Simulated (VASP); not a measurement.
# BaSnAu (P4/mmm) in VASP: a series of runs

The runs below take BaSnAu through relaxation of cell and atoms, single point, with PBE.

Everything below comes from runs of VASP 6.6.1. Logs are shortened: lines on timing, memory, paths and dates and some standing lists are left out, and cuts for length are marked.

## Step 1: The cell of the first run

The structure is tetragonal, space group P4/mmm (No. 123). Conventional cell: a = 4.064 Å, b = 4.064 Å, c = 6.299 Å, α = 90.00°, β = 90.00°, γ = 90.00°. Ba (site symmetry 4/mmm) has 2 Au at 3.15 Å and 4 Ba at 4.06 Å and 8 Sn at 4.26 Å within 4.3 Å. Within 3.8 Å of Sn (site symmetry 4/mmm) lie 4 Au at 2.87 Å. Au (site symmetry 4/mmm) has 4 Sn at 2.87 Å and 2 Ba at 3.15 Å within 3.8 Å.

The cell was built from a structure type or drawn by symmetry, and may not be a known phase.

## Step 2: Relaxation of cell and atoms, PBE

INCAR

```
SYSTEM = BaSnAu
PREC = Accurate
ENCUT = 500
EDIFF = 1E-7
ISMEAR = 0
SIGMA = 0.1
LREAL = .FALSE.
LASPH = .TRUE.
NELM = 120
ALGO = Normal
ISIF = 3
LWAVE = .FALSE.
LCHARG = .FALSE.
GGA = PE
IBRION = 2
NSW = 90
EDIFFG = -0.04
GGA_COMPAT = .FALSE.
NELMIN = 4
```

KPOINTS

```
regular mesh
0
G
  4 4 4
  0 0 0
```

POSCAR

```
BaSnAu
1.0
    4.0636649116      0.0000000000      0.0000000000
    0.0000000000      4.0636649116      0.0000000000
    0.0000000000      0.0000000000      6.2986486278
Ba Sn Au
1 1 1
Direct
    0.0000000000      0.0000000000      0.0000000000
    0.5000000000      0.5000000000      0.5000000000
    0.0000000000      0.0000000000      0.5000000000
```

Potentials or basis: VASP PAW PBE potentials, release 64 (Ba_sv, Sn_d, Au_sv_GW).

Started as:

```console
cat potpaw_PBE.64/Ba_sv/POTCAR potpaw_PBE.64/Sn_d/POTCAR potpaw_PBE.64/Au_sv_GW/POTCAR > POTCAR
mpirun -np 1 vasp_std > vasp.out
```

OUTCAR:

```text
SYSTEM = BaSnAu
   PREC = Accurate
   ENCUT = 500
   EDIFF = 1E-7
   ISMEAR = 0
   LREAL = .FALSE.
   LASPH = .TRUE.
   NELM = 120
   ISIF = 3
   GGA = PE
   IBRION = 2
   NSW = 90
   EDIFFG = -0.04
   NELMIN = 4

 ion  position               nearest neighbor table
   1  0.000  0.000  0.000-   3 3.15   3 3.15
   2  0.500  0.500  0.500-   3 2.87   3 2.87   3 2.87   3 2.87
   3  0.000  0.000  0.500-   2 2.87   2 2.87   2 2.87   2 2.87   1 3.15   1 3.15

  LATTYP: Found a simple tetragonal cell.
 ALAT       =     4.0636649116
 C/A-ratio  =     1.5499921290

  Lattice vectors:

 A1 = (   4.0636649116,   0.0000000000,   0.0000000000)
 A2 = (   0.0000000000,   4.0636649116,   0.0000000000)
 A3 = (   0.0000000000,   0.0000000000,   6.2986486278)

Analysis of symmetry for initial positions (statically):
=====================================================================
 Subroutine PRICEL returns:
 Original cell was already a primitive cell.

 Routine SETGRP: Setting up the symmetry group for a
 simple tetragonal supercell.

 Subroutine GETGRP returns: Found 16 space group operations
 (whereof 16 operations were pure point group operations)
 out of a pool of 16 trial point group operations.

The static configuration has the point symmetry D_4h.

Analysis of symmetry for dynamics (positions and initial velocities):
=====================================================================
 Subroutine PRICEL returns:
 Original cell was already a primitive cell.

 Routine SETGRP: Setting up the symmetry group for a
 simple tetragonal supercell.

 Subroutine GETGRP returns: Found 16 space group operations
 (whereof 16 operations were pure point group operations)
 out of a pool of 16 trial point group operations.

The dynamic configuration has the point symmetry D_4h.

 Subroutine INISYM returns: Found 16 space group operations
 (whereof 16 operations are pure point group operations),
 and found     1 'primitive' translations

----------------------------------------------------------------------------------------

                                     Primitive cell

  volume of cell :     104.0119

  direct lattice vectors                    reciprocal lattice vectors
     4.063664912  0.000000000  0.000000000     0.246083282  0.000000000  0.000000000
     0.000000000  4.063664912  0.000000000     0.000000000  0.246083282  0.000000000
     0.000000000  0.000000000  6.298648628     0.000000000  0.000000000  0.158764214

  length of vectors
     4.063664912  4.063664912  6.298648628     0.246083282  0.246083282  0.158764214

  position of ions in fractional coordinates (direct lattice)
     0.000000000  0.000000000  0.000000000
     0.500000000  0.500000000  0.500000000
     0.000000000  0.000000000  0.500000000

  ion indices of the primitive-cell ions
   primitive index   ion index
                 1           1
                 2           2
                 3           3

----------------------------------------------------------------------------------------

 KPOINTS: regular mesh

Automatic generation of k-mesh.
 Grid dimensions read from file:
 generate k-points for:    4    4    4

 Generating k-lattice:

  Cartesian coordinates                     Fractional coordinates (reciprocal lattice)
     0.061520821  0.000000000  0.000000000     0.250000000  0.000000000  0.000000000
     0.000000000  0.061520821  0.000000000     0.000000000  0.250000000  0.000000000
     0.000000000  0.000000000  0.039691054     0.000000000  0.000000000  0.250000000

  Length of vectors
     0.061520821  0.061520821  0.039691054

  Shift w.r.t. Gamma in fractional coordinates (k-lattice)
     0.000000000  0.000000000  0.000000000

 Subroutine IBZKPT returns following result:
 ===========================================

 Found     18 irreducible k-points:

 Following reciprocal coordinates:
            Coordinates               Weight
  0.000000  0.000000  0.000000      1.000000
  0.250000  0.000000  0.000000      4.000000
  0.500000  0.000000  0.000000      2.000000
  0.250000  0.250000  0.000000      4.000000
  0.500000  0.250000  0.000000      4.000000
  0.500000  0.500000  0.000000      1.000000
[... 10 lines left out ...]
  0.500000  0.250000  0.500000      4.000000
  0.500000  0.500000  0.500000      1.000000
   k-points           NKPTS =     18   k-points in BZ     NKDIM =     18   number of bands    NBANDS=     25
   number of dos      NEDOS =    301   number of ions     NIONS =      3
   total plane-waves  NPLWV =  43200
   dimension x,y,z NGX =    30 NGY =   30 NGZ =   48
   dimension x,y,z NGXF=    60 NGYF=   60 NGZF=   96
   ions per type =               1   1   1
   NGX,Y,Z   is equivalent  to a cutoff of  12.27, 12.27, 12.67 a.u.
   NGXF,Y,Z  is equivalent  to a cutoff of  24.55, 24.55, 25.34 a.u.
 SYSTEM =  BaSnAu
   PREC   = accura    normal or accurate (medium, high low for compatibility)
   ISTART =      0    job   : 0-new  1-cont  2-samecut
   ICHARG =      2    charge: 1-file 2-atom 10-const
   ISPIN  =      1    spin polarized calculation?
   LNONCOLLINEAR =      F non collinear calculations
   LSORBIT =      F    spin-orbit coupling
   LASPH  =      T    aspherical Exc in radial PAW
   ENCUT  =  500.0 eV  36.75 Ry    6.06 a.u.   7.41  7.41 11.48*2*pi/ulx,y,z
   NELM   =    120;   NELMIN=  4; NELMDL= -5     # of ELM steps
   EDIFF  = 0.1E-06   stopping-criterion for ELM
   LREAL  =      F    real-space projection
   EDIFFG = -.4E-01   stopping-criterion for IOM
   NSW    =     90    number of steps for IOM
   IBRION =      2    ionic relax: 0-MD 1-quasi-New 2-CG
   NFREE  =      1    steps in history (QN), initial steepest desc. (CG)
   ISIF   =      3    stress and relaxation
   ISYM   =      2    0-nonsym 1-usesym 2-fastsym
   POTIM  = 0.5000    time-step for ionic-motion
   TEBEG  =    0.0;   TEEND  =   0.0 temperature during run
   PSTRESS=    0.0 pullay stress
   NELECT =      43.0000    total number of electrons
   NUPDOWN=      -1.0000    fix difference up-down
   EMIN   =  10.00;   EMAX   =-10.00  energy-range for DOS
   EFERMI =   0.00;   METHOD = LEGACY
   ISMEAR =     0;   SIGMA  =   0.10  broadening in eV -4-tet -1-fermi 0-gaus
   EFERMI_NEDOS =   21; number of points for ismear=-14 and -15
   IALGO  =     38    algorithm
   IMIX   =      4    mixing-type and parameters
     AMIX     =   0.40;   BMIX     =  1.00
     AMIX_MAG =   1.60;   BMIX_MAG =  1.00
  volume/ion in A,a.u.               =      34.67       233.97
  Fermi-wavevector in a.u.,A,eV,Ry     =   1.219560  2.304635 20.236315  1.487327
  Thomas-Fermi vector in A             =   2.354808
   LORBIT       =      0    0 simple, 1 ext, 2 COOP (PROOUT), +10 PAW based schemes
   GGA     = PE    functional components
   LHFCALC =     F    Hartree Fock is set to
   AEXX    =    0.0000 exact exchange contribution
   IVDW    =     0    specifies the selected vdW correction
   LEPSILON=     F    determine dielectric tensor
   LRPA    =     F    only Hartree local field effects (RPA)
 conjugate gradient relaxation of ions
 non-spin polarized calculation
 Gauss-broadening in eV      SIGMA  =   0.10
  energy-cutoff  :      500.00
  volume of cell :      104.01
 maximum number of plane-waves:      2671
 NGX is ok and might be reduce to    30
   NGX = 15   NGY = 15   NGZ = 23

--------------------------------------- Ionic step        1  -------------------------------------------

 number of electron      43.0000001 magnetization

 Free energy of the ion-electron system (eV)
  ---------------------------------------------------
  ext. energy  EPLUGINS =         0.00000000
  ---------------------------------------------------
  free energy    TOTEN  =        -9.39403326 eV

  energy without entropy =       -9.38725269  energy(sigma->0) =       -9.39064298

------------------------ aborting loop because EDIFF is reached ----------------------------------------

  FORCE on cell =-STRESS in cart. coord.  units (eV):
  Direction    XX          YY          ZZ          XY          YZ          ZX
  --------------------------------------------------------------------------------------
  -------------------------------------------------------------------------------------
  Total       -0.8093500     -0.8093500     -0.0385215      0.0000000      0.0000000      0.0000000
  in kB      -12.4670521    -12.4670521     -0.5933771      0.0000000      0.0000000      0.0000000
  external PRESSURE =      -8.5091604 kB  Pullay stress =       0.0000000 kB

 VOLUME and BASIS-vectors are now :
 -----------------------------------------------------------------------------
  energy-cutoff  :      500.00
  volume of cell :      104.01
      direct lattice vectors                 reciprocal lattice vectors
     4.063664912  0.000000000  0.000000000     0.246083282  0.000000000  0.000000000
     0.000000000  4.063664912  0.000000000     0.000000000  0.246083282  0.000000000
     0.000000000  0.000000000  6.298648628     0.000000000  0.000000000  0.158764214
[... 75 lines left out ...]
 POSITION                                       TOTAL-FORCE (eV/Angst)
 -----------------------------------------------------------------------------------
      0.00000      0.00000      0.00000         0.000000      0.000000      0.000000
      2.00850      2.00850      3.14760         0.000000      0.000000      0.000000
      0.00000      0.00000      3.14760         0.000000      0.000000      0.000000
 -----------------------------------------------------------------------------------
    total drift:                                0.000000      0.000000      0.000000

  FREE ENERGIE OF THE ION-ELECTRON SYSTEM (eV)
  ---------------------------------------------------
  free  energy   TOTEN  =        -9.4036671460 eV

  energy  without entropy=       -9.3976323543  energy(sigma->0) =       -9.40064975

--------------------------------------- Ionic step        4  -------------------------------------------

 number of electron      43.0000016 magnetization

 Free energy of the ion-electron system (eV)
  ---------------------------------------------------
  ext. energy  EPLUGINS =         0.00000000
  ---------------------------------------------------
  free energy    TOTEN  =        -9.40408344 eV

  energy without entropy =       -9.39790544  energy(sigma->0) =       -9.40099444

 E-fermi :   4.8546     XC(G=0):  -9.3234

 val. band max:        4.8364753405   @ k =   0.5000   0.5000   0.0000
 cond. band min:       4.9636246073   @ k =   0.5000   0.0000   0.2500
 fundamental gap:      0.1271492668
 Fermi energy:         4.8546379039

 k-point     1 :       0.0000    0.0000    0.0000
  band No.  band energies     occupation
      1    -101.5388      2.00000
      2     -52.8635      2.00000
      3     -52.8635      2.00000
      4     -52.8355      2.00000
      5     -24.1955      2.00000
      6     -16.7590      2.00000
[... 17 lines left out ...]
     24       5.4724      0.00000
     25       6.2221      0.00000
[... 496 lines left out ...]
 POSITION                                       TOTAL-FORCE (eV/Angst)
 -----------------------------------------------------------------------------------
      0.00000      0.00000      0.00000         0.000000     -0.000000      0.000000
      2.00742      2.00742      3.15829         0.000000      0.000000      0.000000
      0.00000      0.00000      3.15829         0.000000      0.000000      0.000000
 -----------------------------------------------------------------------------------
    total drift:                                0.000000      0.000000      0.000000

  FREE ENERGIE OF THE ION-ELECTRON SYSTEM (eV)
  ---------------------------------------------------
  free  energy   TOTEN  =        -9.4040834434 eV

  energy  without entropy=       -9.3979054360  energy(sigma->0) =       -9.40099444

 reached required accuracy - stopping structural energy minimisation
```

It took 79 s on 1 thread of Intel Xeon 6975P-C (Granite Rapids), shared host; peak memory 0.24 GiB.

Results:

- Free energy: -9.4041 eV
- Relaxed volume: 33.94 Å³/atom
- Relaxed cell: a = 4.015 Å, b = 4.015 Å, c = 6.317 Å, α = 90.00°, β = 90.00°, γ = 90.00°
- Space group after relaxing (to 0.1 Å): P4/mmm (No. 123)
- Energy gained by relaxing: 3.4 meV/atom
- Ionic steps: 4
- Pressure after relaxing: 0.0 GPa
- Band gap on the k mesh: zero (an odd number of electrons rules out a gap without spin polarisation)

Step by step:
| step | energy change (eV) | largest force (eV/Å) | pressure (GPa) | volume (Å³) |
| --- | --- | --- | --- | --- |
| 1 | 0.0000 | 0.0000 | -0.85 | 104.01 |
| 2 | -0.0094 | 0.0000 | 0.25 | 101.26 |
| 3 | -0.0096 | 0.0000 | 0.11 | 101.58 |
| 4 | -0.0101 | 0.0000 | 0.03 | 101.82 |

Final structure:
```xyz
3
Lattice="4.0148 0.0000 0.0000 0.0000 4.0148 0.0000 0.0000 0.0000 6.3166" Properties=species:S:1:pos:R:3 pbc="T T T"
Ba    0.0000    0.0000    0.0000
Sn    2.0074    2.0074    3.1583
Au    0.0000    0.0000    3.1583
```

Caveat: the k points lie up to 0.39 Å⁻¹ apart in the final cell, too coarse for converged energies and pressures of a metal; spin-orbit coupling is left out, which moves the levels of the heavy elements.

## Step 3: Single point, PBE

INCAR

```
SYSTEM = BaSnAu
PREC = Accurate ; ENCUT = 500
EDIFF = 1E-6 ; ISMEAR = 0
SIGMA = 0.1 ; LREAL = .FALSE.
LASPH = .TRUE. ; NELM = 120
ALGO = Normal ; ISIF = 2
LWAVE = .FALSE. ; LCHARG = .FALSE.
GGA = PE ; NBANDS = 28
GGA_COMPAT = .FALSE.
```

KPOINTS

```
Automatic mesh
0
G
  6 6 2
  0 0 0
```

POSCAR is that of step 2.

Potentials or basis: VASP PAW PBE potentials, release 64 (Ba_sv, Sn_d, Au_sv_GW).

Started as:

```console
cat potpaw_PBE.64/Ba_sv/POTCAR potpaw_PBE.64/Sn_d/POTCAR potpaw_PBE.64/Au_sv_GW/POTCAR > POTCAR
mpirun -np 1 vasp_std > vasp.out
```

It took 74 s on 1 thread of AMD EPYC 7R43 (Zen 3), shared host; peak memory 0.2 GiB.

Results (log left out):

- Free energy: -9.2026 eV
- Pressure: 0.2 GPa
- Band gap on the k mesh: zero (an odd number of electrons rules out a gap without spin polarisation)

Stress tensor (GPa, compression positive):
```
-0.02  0.00  0.00
 0.00 -0.02  0.00
 0.00  0.00  0.57
```

Levels at points of the mesh, in eV from the Fermi level:
```tsv
k point	band 18	band 19	band 20	band 21	band 22	band 23	band 24	band 25
(0.00, 0.00, 0.00)	-4.23	-4.22	-1.37	-1.10	0.47	0.94	0.94	1.45
(0.50, 0.00, 0.00)	-4.65	-4.21	-3.72	-0.24	0.43	2.45	2.50	2.60
(0.50, 0.50, 0.00)	-3.82	-2.49	-2.25	-2.25	-2.15	0.14	0.60	1.74
(0.00, 0.00, 0.50)	-4.15	-3.93	-3.01	0.20	0.42	0.56	0.56	1.75
(0.50, 0.00, 0.50)	-4.14	-4.02	-3.38	-0.25	-0.08	1.03	1.52	2.65
(0.50, 0.50, 0.50)	-3.82	-2.58	-2.58	-1.97	-1.79	-1.40	1.34	2.78
```

Caveat: the k points lie up to 0.50 Å⁻¹ apart, too coarse for converged energies and pressures of a metal; spin-orbit coupling is left out, which moves the levels of the heavy elements.
